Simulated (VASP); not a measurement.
# W3C in VASP: relaxation of the atoms with PBE

Aim: the relaxation of the atoms of W3C with PBE.

Program: VASP 6.6.1. These are calculated values, not measurements. Logs are shortened: lines on timing, memory, paths and dates and some standing lists are left out, and cuts for length are marked.

**1. The cell of the first run**

The cell holds a slab with vacuum, 4 atoms: a = 2.757 Å, b = 2.757 Å, c = 19.856 Å, α = 90.00°, β = 90.00°, γ = 109.47°.

**2. Relaxation of the atoms, PBE**

INCAR

```
  PREC = Accurate
  ENCUT = 520
  EDIFF = 1E-7
  ISMEAR = 0
  SIGMA = 0.1
  LREAL = F
  LASPH = T
  NELM = 100
  ALGO = Fast
  ISIF = 2
  LWAVE = F
  LCHARG = F
  LDIPOL = T
  IDIPOL = 3
  DIPOL = 0.5 0.5 0.357
  GGA = PE
  IBRION = 2
  NSW = 36
  EDIFFG = -0.025
```

KPOINTS

```
Automatic mesh
0
Gamma
  10 10 1
```

POSCAR

```
W3C
1.0
    2.7571643597      0.0000000000      0.0000000000
   -0.9190547866      2.5994794874      0.0000000000
    0.0000000000      0.0000000000     19.8562161029
W C
3 1
Selective dynamics
Direct
    0.5000000000      0.5000000000      0.2014482507  F F F
    0.0000000000      0.0000000000      0.3111437107  F F F
    0.5000000000      0.5000000000      0.4208362792  F F F
    0.5000000000      1.0000000000      0.4943648907  F F T
```

Potentials or basis: VASP PAW PBE potentials, release 64 (W_sv, C).

Launch:

```sh
> cat potpaw_PBE.64/W_sv/POTCAR potpaw_PBE.64/C/POTCAR > POTCAR
> mpirun -np 1 vasp_std > vasp.out
```

OUTCAR:

```text
PREC = Accurate
   ENCUT = 520
   EDIFF = 1E-7
   ISMEAR = 0
   LREAL = F
   LASPH = T
   NELM = 100
   ISIF = 2
   GGA = PE
   IBRION = 2
   NSW = 36
   EDIFFG = -0.025

 ion  position               nearest neighbor table
   1  0.500  0.500  0.201-   2 2.70   2 2.70   2 3.13   2 3.13
   2  0.000  0.000  0.311-   3 2.70   3 2.70   1 2.70   1 2.70   3 3.13   3 3.13   1 3.13   1 3.13

   3  0.500  0.500  0.421-   4 2.01   4 2.01   2 2.70   2 2.70   2 3.13   2 3.13
   4  0.500  0.000  0.494-   3 2.01   3 2.01

  LATTYP: Found a base centered orthorhombic cell.
 ALAT       =     3.1836991705
 B/A-ratio  =     1.4142135624
 C/A-ratio  =     6.2368380427

  Lattice vectors:

 A1 = (   2.7571643597,   0.0000000000,   0.0000000000)
 A2 = (  -0.9190547866,   2.5994794874,   0.0000000000)
 A3 = (   0.0000000000,   0.0000000000,  19.8562161029)

Analysis of symmetry for initial positions (statically):
=====================================================================
 Subroutine PRICEL returns:
 Original cell was already a primitive cell.

 Routine SETGRP: Setting up the symmetry group for a
 base centered orthorhombic supercell.

 Subroutine GETGRP returns: Found  2 space group operations
 (whereof  2 operations were pure point group operations)
 out of a pool of  8 trial point group operations.

The static configuration has the point symmetry C_2 .

Analysis of symmetry for dynamics (positions and initial velocities):
=====================================================================
 Subroutine PRICEL returns:
 Original cell was already a primitive cell.

 Routine SETGRP: Setting up the symmetry group for a
 base centered orthorhombic supercell.

 Subroutine GETGRP returns: Found  2 space group operations
 (whereof  2 operations were pure point group operations)
 out of a pool of  8 trial point group operations.

The dynamic configuration has the point symmetry C_2 .

Analysis of constrained symmetry for selective dynamics:
=====================================================================
 Subroutine PRICEL returns:
 Original cell was already a primitive cell.

 Routine SETGRP: Setting up the symmetry group for a
 base centered orthorhombic supercell.

 Subroutine GETGRP returns: Found  2 space group operations
 (whereof  2 operations were pure point group operations)
 out of a pool of  8 trial point group operations.

The constrained configuration has the point symmetry C_2 .

 Subroutine INISYM returns: Found  2 space group operations
 (whereof  2 operations are pure point group operations),
 and found     1 'primitive' translations

----------------------------------------------------------------------------------------

                                     Primitive cell

  volume of cell :     142.3133

  direct lattice vectors                    reciprocal lattice vectors
     2.757164360  0.000000000  0.000000000     0.362691472  0.128230800  0.000000000
    -0.919054787  2.599479487  0.000000000     0.000000000  0.384692399  0.000000000
     0.000000000  0.000000000 19.856216103     0.000000000  0.000000000  0.050362063

  length of vectors
     2.757164360  2.757164360 19.856216103     0.384692399  0.384692399  0.050362063

  position of ions in fractional coordinates (direct lattice)
     0.500000000  0.500000000  0.201448251
     0.000000000  0.000000000  0.311143711
     0.500000000  0.500000000  0.420836279
     0.500000000  0.000000000  0.494364891

  ion indices of the primitive-cell ions
   primitive index   ion index
                 1           1
                 2           2
                 3           3
                 4           4

----------------------------------------------------------------------------------------

 KPOINTS: Automatic mesh

Automatic generation of k-mesh.
 Grid dimensions read from file:
 generate k-points for:   10   10    1

 Generating k-lattice:

  Cartesian coordinates                     Fractional coordinates (reciprocal lattice)
     0.036269147  0.012823080  0.000000000     0.100000000 -0.000000000  0.000000000
     0.000000000  0.038469240  0.000000000     0.000000000  0.100000000  0.000000000
     0.000000000  0.000000000  0.050362063     0.000000000  0.000000000  1.000000000

  Length of vectors
     0.038469240  0.038469240  0.050362063

  Shift w.r.t. Gamma in fractional coordinates (k-lattice)
     0.000000000  0.000000000  0.000000000

 Subroutine IBZKPT returns following result:
 ===========================================

 Found     52 irreducible k-points:

 Following reciprocal coordinates:
            Coordinates               Weight
  0.000000  0.000000  0.000000      1.000000
  0.100000  0.000000  0.000000      2.000000
  0.000000  0.100000  0.000000      2.000000
  0.200000  0.000000  0.000000      2.000000
  0.000000  0.200000  0.000000      2.000000
  0.300000 -0.000000  0.000000      2.000000
[... 16 lines left out ...]
 -0.300000  0.100000  0.000000      2.000000
  0.100000 -0.300000  0.000000      2.000000
 [... further k-points ...]
   k-points           NKPTS =     52   k-points in BZ     NKDIM =     52   number of bands    NBANDS=     27
   number of dos      NEDOS =    301   number of ions     NIONS =      4
   total plane-waves  NPLWV =  86400
   dimension x,y,z NGX =    24 NGY =   24 NGZ =  150
   dimension x,y,z NGXF=    48 NGYF=   48 NGZF=  300
   ions per type =               3   1
   NGX,Y,Z   is equivalent  to a cutoff of  14.47, 14.47, 12.56 a.u.
   NGXF,Y,Z  is equivalent  to a cutoff of  28.94, 28.94, 25.12 a.u.
 SYSTEM =  unknown system
   PREC   = accura    normal or accurate (medium, high low for compatibility)
   ISTART =      0    job   : 0-new  1-cont  2-samecut
   ICHARG =      2    charge: 1-file 2-atom 10-const
   ISPIN  =      1    spin polarized calculation?
   LNONCOLLINEAR =      F non collinear calculations
   LSORBIT =      F    spin-orbit coupling
   LASPH  =      T    aspherical Exc in radial PAW
   ENCUT  =  520.0 eV  38.22 Ry    6.18 a.u.   5.13  5.13 36.92*2*pi/ulx,y,z
   NELM   =    100;   NELMIN=  2; NELMDL= -5     # of ELM steps
   EDIFF  = 0.1E-06   stopping-criterion for ELM
   LREAL  =      F    real-space projection
   EDIFFG = -.3E-01   stopping-criterion for IOM
   NSW    =     36    number of steps for IOM
   IBRION =      2    ionic relax: 0-MD 1-quasi-New 2-CG
   NFREE  =      1    steps in history (QN), initial steepest desc. (CG)
   ISIF   =      2    stress and relaxation
   ISYM   =      2    0-nonsym 1-usesym 2-fastsym
   POTIM  = 0.5000    time-step for ionic-motion
   TEBEG  =    0.0;   TEEND  =   0.0 temperature during run
   PSTRESS=    0.0 pullay stress
   NELECT =      46.0000    total number of electrons
   NUPDOWN=      -1.0000    fix difference up-down
   EMIN   =  10.00;   EMAX   =-10.00  energy-range for DOS
   EFERMI =   0.00;   METHOD = LEGACY
   ISMEAR =     0;   SIGMA  =   0.10  broadening in eV -4-tet -1-fermi 0-gaus
   EFERMI_NEDOS =   21; number of points for ismear=-14 and -15
   IALGO  =     68    algorithm
   IMIX   =      4    mixing-type and parameters
     AMIX     =   0.40;   BMIX     =  1.00
     AMIX_MAG =   1.60;   BMIX_MAG =  1.00
  volume/ion in A,a.u.               =      35.58       240.09
  Fermi-wavevector in a.u.,A,eV,Ry     =   1.123515  2.123136 17.174447  1.262286
  Thomas-Fermi vector in A             =   2.260182
   LORBIT       =      0    0 simple, 1 ext, 2 COOP (PROOUT), +10 PAW based schemes
   GGA     = PE    functional components
   LHFCALC =     F    Hartree Fock is set to
   AEXX    =    0.0000 exact exchange contribution
   IVDW    =     0    specifies the selected vdW correction
   LEPSILON=     F    determine dielectric tensor
   LRPA    =     F    only Hartree local field effects (RPA)
 conjugate gradient relaxation of ions
 non-spin polarized calculation
 RMM-DIIS sequential band-by-band and
 Gauss-broadening in eV      SIGMA  =   0.10
  energy-cutoff  :      520.00
  volume of cell :      142.31
 maximum number of plane-waves:      3862
 NGX is ok and might be reduce to    24
   NGX = 11   NGY = 11   NGZ = 73

 dipolmoment           0.000000      0.000000     -0.545925 electrons x Angstroem

--------------------------------------- Ionic step        1  -------------------------------------------

 number of electron      45.9999999 magnetization

 Free energy of the ion-electron system (eV)
  ---------------------------------------------------
  ext. energy  EPLUGINS =         0.00000000
  ---------------------------------------------------
  free energy    TOTEN  =       -42.85261140 eV

  energy without entropy =      -42.83766453  energy(sigma->0) =      -42.84513797

------------------------ aborting loop because EDIFF is reached ----------------------------------------

  FORCE on cell =-STRESS in cart. coord.  units (eV):
  Direction    XX          YY          ZZ          XY          YZ          ZX
  --------------------------------------------------------------------------------------
  -------------------------------------------------------------------------------------
  Total        0.9386598      3.5637848      1.1129842     -3.1532234      0.0000000      0.0000000
  in kB       10.5675241     40.1214395     12.5300853    -35.4992988      0.0000000      0.0000000
  external PRESSURE =      21.0730163 kB  Pullay stress =       0.0000000 kB
[... 61 lines left out ...]
  energy  without entropy=      -42.8925325583  energy(sigma->0) =      -42.90160026

--------------------------------------- Ionic step        3  -------------------------------------------

 number of electron      45.9999998 magnetization

 dipolmoment           0.000000      0.000000      0.066707 electrons x Angstroem

 Free energy of the ion-electron system (eV)
  ---------------------------------------------------
  ext. energy  EPLUGINS =         0.00000000
  ---------------------------------------------------
  free energy    TOTEN  =       -42.91391641 eV

  energy without entropy =      -42.89518622  energy(sigma->0) =      -42.90455131

 E-fermi :   0.5830     XC(G=0):  -6.0813

 val. band max:        0.5700760378   @ k =   0.4000   0.5000   0.0000
 cond. band min:       0.5832947928   @ k =   0.0000   0.4000   0.0000
 fundamental gap:      0.0132187550
 Fermi energy:         0.5830030190

 k-point     1 :       0.0000    0.0000    0.0000
  band No.  band energies     occupation
      1     -73.5005      2.00000
      2     -73.4084      2.00000
      3     -73.2209      2.00000
      4     -38.2371      2.00000
      5     -37.6946      2.00000
      6     -37.4801      2.00000
[... 709 lines left out ...]
     26       1.7566      0.00000
     27       2.5833      0.00000

 [... further k-points ...]

------------------------ aborting loop because EDIFF is reached ----------------------------------------

 vacuum level on the upper side and lower side of the slab       (xc-potential included)         0.701        -0.976

  FORCE on cell =-STRESS in cart. coord.  units (eV):
  Direction    XX          YY          ZZ          XY          YZ          ZX
  --------------------------------------------------------------------------------------
  -------------------------------------------------------------------------------------
  Total        1.8409594      5.2355209      3.5470292     -3.5806128      0.0000000      0.0000000
  in kB       20.7257019     58.9420090     39.9328043    -40.3108914      0.0000000      0.0000000
  external PRESSURE =      39.8668384 kB  Pullay stress =       0.0000000 kB

 VOLUME and BASIS-vectors are now :
 -----------------------------------------------------------------------------
  energy-cutoff  :      520.00
  volume of cell :      142.31
      direct lattice vectors                 reciprocal lattice vectors
     2.757164360  0.000000000  0.000000000     0.362691472  0.128230800  0.000000000
    -0.919054787  2.599479487  0.000000000     0.000000000  0.384692399  0.000000000
     0.000000000  0.000000000 19.856216103     0.000000000  0.000000000  0.050362063
[... 10 lines left out ...]
  FREE ENERGIE OF THE ION-ELECTRON SYSTEM (eV)
  ---------------------------------------------------
  free  energy   TOTEN  =       -42.9139164098 eV

  energy  without entropy=      -42.8951862200  energy(sigma->0) =      -42.90455131

 reached required accuracy - stopping structural energy minimisation

 vacuum level on the upper side and lower side of the slab         7.029         5.301
```

Wall time 21 min (1 thread of Oxide Virtual Turin-like, shared host); peak memory 0.37 GiB.

Results:

- Free energy: -42.9139 eV
- Energy gained by relaxing: 15.3 meV/atom
- Ionic steps: 3
- Band gap on the k mesh: zero (bands 23 and 24 overlap by 1.35 eV)

The path:
```
step  energy change (eV)  largest force on free atoms (eV/Å)  pressure (GPa)
   1              0.0000                              1.3793            2.11
   2             -0.0581                              0.3350            3.54
   3             -0.0613                              0.0002            3.99
```

Final structure:
```
W C
1.0
     2.75716    0.00000    0.00000
    -0.91905    2.59948    0.00000
     0.00000    0.00000   19.85622
W C
3 1
Direct
  0.50000 0.50000 0.20145
  0.00000 0.00000 0.31114
  0.50000 0.50000 0.42084
  0.50000 0.00000 0.49005
```

Caveat: spin-orbit coupling is left out, which moves the levels of the heavy elements.
